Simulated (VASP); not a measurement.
# CuI (F-43m) in VASP: further runs

The runs below take CuI through relaxation of cell and atoms, with PBEsol.

Everything below comes from runs of VASP 6.6.1. Logs are shortened: lines on timing, memory, paths and dates and some standing lists are left out, and cuts for length are marked.

## Step 1: The cell of the first run

Symmetry: F-43m, No. 216, cubic system. The conventional cell has a = 5.939 Å, b = 5.939 Å, c = 5.939 Å, α = 90.00°, β = 90.00°, γ = 90.00°. Within 3.4 Å of Cu (site symmetry -43m) lie 4 I at 2.57 Å. Within 3.4 Å of I (site symmetry -43m) lie 4 Cu at 2.57 Å.

## Step 2: Relaxation of cell and atoms, PBEsol, target pressure 10 GPa, at which the enthalpy is minimised

Input file INCAR:

```
SYSTEM = CuI
PREC = Accurate
ENCUT = 600
EDIFF = 1E-7
ISMEAR = 0
SIGMA = 0.01
LREAL = .False.
LASPH = .True.
NELM = 80
ALGO = Normal
ISIF = 3
LWAVE = .False.
LCHARG = .False.
GGA = PS
IBRION = 2
NSW = 100
EDIFFG = -0.002
PSTRESS = 100.0
```

Input file KPOINTS:

```
regular mesh
0
Gamma
  6 6 6
  0 0 0
```

Input file POSCAR:

```
CuI
1.0
    0.0000000000      2.9695375105      2.9695375105
    2.9695375105      0.0000000000      2.9695375105
    2.9695375105      2.9695375105      0.0000000000
Cu I
1 1
Direct
    0.7500000000      0.7500000000      0.7500000000
    0.0000000000      0.0000000000      0.0000000000
```

Potentials or basis: VASP PAW PBE potentials, release 64 (Cu, I).

Launch:

```bash
cat potpaw_PBE.64/Cu/POTCAR potpaw_PBE.64/I/POTCAR > POTCAR
mpirun -np 1 vasp_std > vasp.out
```

OUTCAR:

```text
SYSTEM = CuI
   PREC = Accurate
   ENCUT = 600
   EDIFF = 1E-7
   ISMEAR = 0
   LREAL = .False.
   LASPH = .True.
   NELM = 80
   ISIF = 3
   GGA = PS
   IBRION = 2
   NSW = 100
   EDIFFG = -0.002
   PSTRESS = 100.0

 ion  position               nearest neighbor table
   1  0.750  0.750  0.750-   2 2.57   2 2.57   2 2.57   2 2.57
   2  0.000  0.000  0.000-   1 2.57   1 2.57   1 2.57   1 2.57

  LATTYP: Found a face centered cubic cell.
 ALAT       =     5.9390750210

  Lattice vectors:

 A1 = (   0.0000000000,   2.9695375105,   2.9695375105)
 A2 = (   2.9695375105,   0.0000000000,   2.9695375105)
 A3 = (   2.9695375105,   2.9695375105,   0.0000000000)

Analysis of symmetry for initial positions (statically):
=====================================================================
 Subroutine PRICEL returns:
 Original cell was already a primitive cell.

 Routine SETGRP: Setting up the symmetry group for a
 face centered cubic supercell.

 Subroutine GETGRP returns: Found 24 space group operations
 (whereof 24 operations were pure point group operations)
 out of a pool of 48 trial point group operations.

The static configuration has the point symmetry T_d .

Analysis of symmetry for dynamics (positions and initial velocities):
=====================================================================
 Subroutine PRICEL returns:
 Original cell was already a primitive cell.

 Routine SETGRP: Setting up the symmetry group for a
 face centered cubic supercell.

 Subroutine GETGRP returns: Found 24 space group operations
 (whereof 24 operations were pure point group operations)
 out of a pool of 48 trial point group operations.

The dynamic configuration has the point symmetry T_d .

 Subroutine INISYM returns: Found 24 space group operations
 (whereof 24 operations are pure point group operations),
 and found     1 'primitive' translations

----------------------------------------------------------------------------------------

                                     Primitive cell

  volume of cell :      52.3717

  direct lattice vectors                    reciprocal lattice vectors
     0.000000000  2.969537510  2.969537510    -0.168376388  0.168376388  0.168376388
     2.969537510  0.000000000  2.969537510     0.168376388 -0.168376388  0.168376388
     2.969537510  2.969537510  0.000000000     0.168376388  0.168376388 -0.168376388

  length of vectors
     4.199560221  4.199560221  4.199560221     0.291636459  0.291636459  0.291636459

  position of ions in fractional coordinates (direct lattice)
     0.750000000  0.750000000  0.750000000
     0.000000000  0.000000000  0.000000000

  ion indices of the primitive-cell ions
   primitive index   ion index
                 1           1
                 2           2

----------------------------------------------------------------------------------------

 KPOINTS: regular mesh

Automatic generation of k-mesh.
 Grid dimensions read from file:
 generate k-points for:    6    6    6

 Generating k-lattice:

  Cartesian coordinates                     Fractional coordinates (reciprocal lattice)
    -0.028062731  0.028062731  0.028062731     0.166666667  0.000000000  0.000000000
     0.028062731 -0.028062731  0.028062731     0.000000000  0.166666667  0.000000000
     0.028062731  0.028062731 -0.028062731     0.000000000  0.000000000  0.166666667

  Length of vectors
     0.048606076  0.048606076  0.048606076

  Shift w.r.t. Gamma in fractional coordinates (k-lattice)
     0.000000000  0.000000000  0.000000000

 Subroutine IBZKPT returns following result:
 ===========================================

 Found     16 irreducible k-points:

 Following reciprocal coordinates:
            Coordinates               Weight
  0.000000  0.000000  0.000000      1.000000
  0.166667  0.000000  0.000000      8.000000
  0.333333  0.000000  0.000000      8.000000
  0.500000  0.000000  0.000000      4.000000
  0.166667  0.166667  0.000000      6.000000
  0.333333  0.166667  0.000000     24.000000
[... 8 lines left out ...]
 -0.333333  0.333333  0.166667     24.000000
 -0.333333  0.500000  0.166667     12.000000
   k-points           NKPTS =     16   k-points in BZ     NKDIM =     16   number of bands    NBANDS=     13
   number of dos      NEDOS =    301   number of ions     NIONS =      2
   total plane-waves  NPLWV =  46656
   dimension x,y,z NGX =    36 NGY =   36 NGZ =   36
   dimension x,y,z NGXF=    72 NGYF=   72 NGZF=   72
   ions per type =               1   1
   NGX,Y,Z   is equivalent  to a cutoff of  14.25, 14.25, 14.25 a.u.
   NGXF,Y,Z  is equivalent  to a cutoff of  28.50, 28.50, 28.50 a.u.
 SYSTEM =  CuI
   PREC   = accura    normal or accurate (medium, high low for compatibility)
   ISTART =      0    job   : 0-new  1-cont  2-samecut
   ICHARG =      2    charge: 1-file 2-atom 10-const
   ISPIN  =      1    spin polarized calculation?
   LNONCOLLINEAR =      F non collinear calculations
   LSORBIT =      F    spin-orbit coupling
   LASPH  =      T    aspherical Exc in radial PAW
   ENCUT  =  600.0 eV  44.10 Ry    6.64 a.u.   8.39  8.39  8.39*2*pi/ulx,y,z
   NELM   =     80;   NELMIN=  2; NELMDL= -5     # of ELM steps
   EDIFF  = 0.1E-06   stopping-criterion for ELM
   LREAL  =      F    real-space projection
   EDIFFG = -.2E-02   stopping-criterion for IOM
   NSW    =    100    number of steps for IOM
   IBRION =      2    ionic relax: 0-MD 1-quasi-New 2-CG
   NFREE  =      1    steps in history (QN), initial steepest desc. (CG)
   ISIF   =      3    stress and relaxation
   ISYM   =      2    0-nonsym 1-usesym 2-fastsym
   POTIM  = 0.5000    time-step for ionic-motion
   TEBEG  =    0.0;   TEEND  =   0.0 temperature during run
   PSTRESS=  100.0 pullay stress
   NELECT =      18.0000    total number of electrons
   NUPDOWN=      -1.0000    fix difference up-down
   EMIN   =  10.00;   EMAX   =-10.00  energy-range for DOS
   EFERMI =   0.00;   METHOD = LEGACY
   ISMEAR =     0;   SIGMA  =   0.01  broadening in eV -4-tet -1-fermi 0-gaus
   EFERMI_NEDOS =   21; number of points for ismear=-14 and -15
   IALGO  =     38    algorithm
   IMIX   =      4    mixing-type and parameters
     AMIX     =   0.40;   BMIX     =  1.00
     AMIX_MAG =   1.60;   BMIX_MAG =  1.00
  volume/ion in A,a.u.               =      26.19       176.71
  Fermi-wavevector in a.u.,A,eV,Ry     =   1.146745  2.167034 17.891989  1.315024
  Thomas-Fermi vector in A             =   2.283428
   LORBIT       =      0    0 simple, 1 ext, 2 COOP (PROOUT), +10 PAW based schemes
   GGA     = PS    functional components
   LHFCALC =     F    Hartree Fock is set to
   AEXX    =    0.0000 exact exchange contribution
   IVDW    =     0    specifies the selected vdW correction
   LEPSILON=     F    determine dielectric tensor
   LRPA    =     F    only Hartree local field effects (RPA)
 conjugate gradient relaxation of ions
 non-spin polarized calculation
 Gauss-broadening in eV      SIGMA  =   0.01
  energy-cutoff  :      600.00
  volume of cell :       52.37
 maximum number of plane-waves:      1807
 NGX is ok and might be reduce to    36
   NGX = 17   NGY = 17   NGZ = 17

--------------------------------------- Ionic step        1  -------------------------------------------

 number of electron      17.9999992 magnetization

 Free energy of the ion-electron system (eV)
  ---------------------------------------------------
  ext. energy  EPLUGINS =         0.00000000
  ---------------------------------------------------
  free energy    TOTEN  =        -6.31769875 eV

  energy without entropy =       -6.31769875  energy(sigma->0) =       -6.31769875

 E-fermi :   5.0665     XC(G=0):  -9.4267

 val. band max:        4.9754743524   @ k =   0.0000   0.0000   0.0000
 cond. band min:       6.1714274217   @ k =   0.0000   0.0000   0.0000
 fundamental gap:      1.1959530693
 Fermi energy:         5.0665070737

 k-point     1 :       0.0000    0.0000    0.0000
  band No.  band energies     occupation
      1      -9.3935      2.00000
      2       1.0366      2.00000
      3       1.0366      2.00000
      4       1.0366      2.00000
      5       2.8303      2.00000
      6       2.8303      2.00000
      7       4.9755      2.00000
      8       4.9755      2.00000
      9       4.9755      2.00000
     10       6.1714      0.00000
     11       9.7333      0.00000
     12       9.7333      0.00000
     13       9.7333      0.00000

 k-point     2 :       0.1667    0.0000    0.0000
  band No.  band energies     occupation
      1      -9.2479      2.00000
      2       0.5193      2.00000
      3       1.0508      2.00000
      4       1.0508      2.00000
      5       2.8196      2.00000
      6       2.8196      2.00000
      7       3.9713      2.00000
      8       4.7486      2.00000
      9       4.7486      2.00000
     10       7.1222      0.00000
     11       9.8008      0.00000
[... 519 lines left out ...]
  FREE ENERGIE OF THE ION-ELECTRON SYSTEM (eV)
  ---------------------------------------------------
  free  energy   TOTEN  =        -6.1300887946 eV

  energy  without entropy=       -6.1300887946  energy(sigma->0) =       -6.13008879

  enthalpy is  TOTEN    =        -3.2844487781 eV   P V=        2.8456400165

--------------------------------------- Ionic step        9  -------------------------------------------

 number of electron      17.9999992 magnetization

 Free energy of the ion-electron system (eV)
  ---------------------------------------------------
  ext. energy  EPLUGINS =         0.00000000
  ---------------------------------------------------
  free energy    TOTEN  =        -6.13021379 eV

  energy without entropy =       -6.13021379  energy(sigma->0) =       -6.13021379

 E-fermi :   6.7908     XC(G=0): -10.0874

 val. band max:        6.7139672039   @ k =   0.0000   0.0000   0.0000
 cond. band min:       8.3527553087   @ k =   0.0000   0.0000   0.0000
 fundamental gap:      1.6387881047
 Fermi energy:         6.7908272597

 k-point     1 :       0.0000    0.0000    0.0000
  band No.  band energies     occupation
      1      -8.5566      2.00000
      2       1.9961      2.00000
      3       1.9961      2.00000
      4       1.9961      2.00000
      5       3.8356      2.00000
      6       3.8356      2.00000
      7       6.7140      2.00000
      8       6.7140      2.00000
      9       6.7140      2.00000
     10       8.3528      0.00000
     11      11.2768      0.00000
     12      11.2768      0.00000
     13      11.2768      0.00000

 k-point     2 :       0.1667    0.0000    0.0000
  band No.  band energies     occupation
      1      -8.3603      2.00000
      2       1.4784      2.00000
      3       2.0225      2.00000
      4       2.0225      2.00000
      5       3.8206      2.00000
      6       3.8206      2.00000
      7       5.4029      2.00000
      8       6.4009      2.00000
      9       6.4009      2.00000
     10       9.2233      0.00000
     11      11.6381      0.00000
[... 246 lines left out ...]
 POSITION                                       TOTAL-FORCE (eV/Angst)
 -----------------------------------------------------------------------------------
      4.25322      4.25322      4.25322         0.000000      0.000000     -0.000000
      0.00000      0.00000      0.00000        -0.000000     -0.000000      0.000000
 -----------------------------------------------------------------------------------
    total drift:                               -0.000000     -0.000000     -0.000000

  FREE ENERGIE OF THE ION-ELECTRON SYSTEM (eV)
  ---------------------------------------------------
  free  energy   TOTEN  =        -6.1302137902 eV

  energy  without entropy=       -6.1302137902  energy(sigma->0) =       -6.13021379

  enthalpy is  TOTEN    =        -3.2844488358 eV   P V=        2.8457649544

 reached required accuracy - stopping structural energy minimisation
```

It took 2.2 min on 1 thread of Intel Xeon 8259CL, shared host; peak memory 0.22 GiB.

What came out:

```
Free energy                                                : -6.1302 eV
Relaxed volume                                             : 22.80 Å³/atom
Relaxed cell                                               : a = 4.010 Å, b = 4.010 Å, c = 4.010 Å, α = 60.00°, β = 60.00°, γ = 60.00°
Space group after relaxing (to 0.1 Å)                      : F-43m (No. 216)
Energy change on relaxing (the run minimises the enthalpy) : +93.7 meV/atom
Ionic steps                                                : 9
Pressure after relaxing                                    : 10.0 GPa
Band gap on the k mesh                                     : 1.64 eV
```

Step by step:
| step | energy change (eV) | largest force (eV/Å) | pressure (GPa) | volume (Å³) |
| --- | --- | --- | --- | --- |
| 1 | 0.0000 | 0.0000 | 0.17 | 52.37 |
| 2 | 0.6266 | 0.0000 | 22.56 | 41.12 |
| 3 | 0.1822 | 0.0000 | 9.86 | 45.68 |
| 4 | 0.1901 | 0.0000 | 10.09 | 45.55 |
| 5 | 0.1852 | 0.0000 | 9.93 | 45.63 |
| 6 | 0.1874 | 0.0000 | 9.98 | 45.60 |
| 7 | 0.1878 | 0.0000 | 10.02 | 45.59 |
| 8 | 0.1876 | 0.0000 | 10.02 | 45.59 |
| 9 | 0.1875 | 0.0000 | 10.01 | 45.59 |

Final structure:
```yaml
crystal:
  lattice:
    - [0.00000, 2.83548, 2.83548]
    - [2.83548, 0.00000, 2.83548]
    - [2.83548, 2.83548, 0.00000]
  atoms:
    - { symbol: Cu, position: [0.75000, 0.75000, 0.75000] }
    - { symbol: I, position: [0.00000, 0.00000, 0.00000] }
```

Caveat: the cell is relaxed towards a set pressure, so the run minimises the enthalpy, not the energy; the PAW data sets were made with another functional, which shifts forces and pressure a little; spin-orbit coupling is left out, which moves the levels of the heavy elements.

## Step 3: Relaxation of cell and atoms, PBEsol, target pressure 15 GPa, at which the enthalpy is minimised

Input file INCAR:

```
  PREC = Accurate
  ENCUT = 600
  EDIFF = 1E-7
  ISMEAR = 0
  SIGMA = 0.01
  LREAL = F
  LASPH = T
  NELM = 80
  ALGO = Normal
  ISIF = 3
  LWAVE = F
  LCHARG = F
  GGA = PS
  IBRION = 2
  NSW = 100
  EDIFFG = -0.002
  PSTRESS = 150.0
```

Input file KPOINTS:

```
Automatic mesh
0
Gamma
  6 6 6
```

POSCAR is that of step 2.

Potentials or basis: VASP PAW PBE potentials, release 64 (Cu, I).

Launch:

```bash
cat potpaw_PBE.64/Cu/POTCAR potpaw_PBE.64/I/POTCAR > POTCAR
mpirun -np 1 vasp_std > vasp.out
```

Run time: 2.4 min. Hardware: 1 thread of Intel Xeon 8259CL, shared host; peak memory 0.22 GiB.

The run converged. Its results:

```
Free energy                                                : -5.9690 eV
Relaxed volume                                             : 21.76 Å³/atom
Relaxed cell                                               : a = 3.948 Å, b = 3.948 Å, c = 3.948 Å, α = 60.00°, β = 60.00°, γ = 60.00°
Space group after relaxing (to 0.1 Å)                      : F-43m (No. 216)
Energy change on relaxing (the run minimises the enthalpy) : +174.4 meV/atom
Ionic steps                                                : 7
Pressure after relaxing                                    : 15.0 GPa
Band gap on the k mesh                                     : 1.81 eV
```

Step by step:
| step | energy change (eV) | largest force (eV/Å) | pressure (GPa) | volume (Å³) |
| --- | --- | --- | --- | --- |
| 1 | 0.0000 | 0.0000 | 0.17 | 52.37 |
| 2 | 1.6971 | 0.0000 | 48.10 | 36.07 |
| 3 | 0.3208 | 0.0000 | 14.20 | 43.82 |
| 4 | 0.3421 | 0.0000 | 14.80 | 43.58 |
| 5 | 0.3576 | 0.0000 | 15.25 | 43.42 |
| 6 | 0.3395 | 0.0000 | 14.74 | 43.61 |
| 7 | 0.3487 | 0.0000 | 15.01 | 43.51 |

Final structure:
```
CELL_PARAMETERS angstrom
0.00000 2.79162 2.79162
2.79162 0.00000 2.79162
2.79162 2.79162 0.00000
ATOMIC_POSITIONS crystal
Cu 0.75000 0.75000 0.75000
I 0.00000 0.00000 0.00000
```

Levels at points of the mesh, in eV from the valence-band top:
| k point | band 7 | band 8 | band 9 | band 10 | band 11 | band 12 |
| --- | --- | --- | --- | --- | --- | --- |
| (0.00, 0.00, 0.00) | 0.00 | 0.00 | 0.00 | 1.81 | 4.48 | 4.48 |
| (0.50, 0.00, 0.00) | -3.06 | -1.20 | -1.20 | 2.26 | 5.11 | 5.11 |
| (0.50, 0.50, 0.00) | -3.04 | -2.61 | -2.61 | 2.03 | 2.53 | 11.05 |

Caveat: the cell is relaxed towards a set pressure, so the run minimises the enthalpy, not the energy; the volume moved by over 15 % at a fixed basis, so the end points are rough; the PAW data sets were made with another functional, which shifts forces and pressure a little; spin-orbit coupling is left out, which moves the levels of the heavy elements. A k mesh can miss the band edges.
